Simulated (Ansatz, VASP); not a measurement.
MgS in VASP and in Ansatz

POSCAR

```
MgS
1.0
    0.0000000000      2.8308768389      2.7850166341
    2.8308768389      0.0000000000      2.7850166341
    2.8308768389      2.8308768389      0.0000000000
Mg S
1 1
Direct
    0.0000000000      0.0000000000      0.0000000000
    0.2500000000      0.2500000000      0.2500000000
```

The input INCAR.step1:

```
  PREC = Accurate
  ENCUT = 520
  EDIFF = 1E-5
  ISMEAR = 0
  SIGMA = 0.01
  LREAL = F
  LASPH = T
  NELM = 60
  ALGO = Normal
  ISIF = 2
  LWAVE = T
  NBANDS = 11
  GGA = PE
```

Contents of INCAR.step2:

```
  PREC = Accurate
  ENCUT = 520
  EDIFF = 1E-6
  ISMEAR = 0
  SIGMA = 0.01
  LREAL = F
  LASPH = T
  NELM = 60
  ALGO = Normal
  ISIF = 2
  LWAVE = F
  LCHARG = T
  GGA = PE
  LHFCALC = T
  HFSCREEN = 0.2079
  PRECFOCK = Normal
  LELF = T
  LVHAR = T
  NBANDS = 11
  ISTART = 1
```

File KPOINTS:

```
regular mesh
0
Gamma
  6 6 6
```

Input for Ansatz:

```yaml
crystal:
  lattice:
    - [0.0, 2.8308768389, 2.7850166341]
    - [2.8308768389, 0.0, 2.7850166341]
    - [2.8308768389, 2.8308768389, 0.0]
  atoms:
    - { symbol: Mg, position: [0.0, 0.0, 0.0] }
    - { symbol: S, position: [0.25, 0.25, 0.25] }
kpoints:
  mp_grid: { grid: [6, 6, 6] }
  band_path:
    path:
      - [0.0, 0.0, 0.0]
      - [-0.5, -0.5, 0.0]
      - [-0.375, -0.375, 0.25]
      - [-0.375, 0.0, 0.375]
      - [0.0, 0.0, 0.5]
      - [-0.5, -0.25, 0.25]
    npoints: 1
hamiltonian:
  xc: hse06
scf:
  occupations: { method: fixed }
  n_extra_bands: 4
output:
  forces: true
  stress: true
  eigenvalues: true
  write_density: true
  write_potential: true
  elf: true
  volumetric_format: npy
```

Change from the starting cell: uniaxial_z strain -1.6%.

Alike in both runs: task single point; functional HSE06; k mesh 6 × 6 × 6; no spin polarisation.

```csv
,VASP,Ansatz
version,VASP 6.6.1,Ansatz 0.2.0
potentials or method,"VASP PAW PBE potentials, release 64 (Mg, S)","plane waves, PAW"
plane-wave cutoff (eV),520,420
occupations,"gaussian, width 0.01 eV",fixed
valence electrons in the cell,8,16
```

```tsv
	VASP	Ansatz	Ansatz less VASP
gap on the k mesh at the Fermi level (eV)	4.57	4.59	+0.016
pressure (GPa)	0.9	1.0	+0.17
traceless stress, the component that is largest in VASP (GPa)	0.23	0.22	-0.003
```

VASP's potentials hold 8 valence electrons a cell and Ansatz's 16, so a difference there can come from the potentials and not from the codes. Ansatz's warnings: stress exchange threshold loose, stress scf threshold loose.
